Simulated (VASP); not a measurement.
A run of VASP 6.6.1 is set up as follows.

The input INCAR:

```
SYSTEM = C
ALGO = Normal
EDIFF = 1E-6
ENCUT = 520
GGA = PE
ISIF = 2
ISMEAR = 0
IVDW = 12
LASPH = .True.
LCHARG = .False.
LREAL = .False.
LWAVE = .False.
NBANDS = 11
NELM = 80
PREC = Accurate
SIGMA = 0.03
```

The input KPOINTS:

```
k-points
0
Gamma
  16 16 16
  0 0 0
```

POSCAR

```
C
1.0
    0.0000000000      2.1482183678      3.4203586967
    1.2409363575      0.0000000000      3.4203586967
    1.2409363575      2.1482183678      0.0000000000
C
2
Direct
    0.1403389013      0.8596610987      0.1403389013
    0.8596610987      0.1403389013      0.8596610987
```

Potentials or basis: VASP PAW PBE potentials, release 64 (C).

Command:

```sh
$ cat potpaw_PBE.64/C/POTCAR > POTCAR
$ mpirun -np 1 vasp_std > vasp.out
```

(1) Predict the largest force.

(2) Estimate the pressure.

(3) Predict the dispersion energy per atom.

(4) What does it give for the band gap on the k mesh?

## Answers

(1) 15.089 eV/Å.

(2) 22.2 GPa.

(3) -0.153 eV.

(4) zero (bands 4 and 5 overlap by 1.75 eV).

Caveat: the cell differs from its parent crystal (atoms shifted along a free coordinate); the cell stands under pressure; forces of over 1 eV/Å act on the atoms, so gaps and moduli don't describe the material at rest.
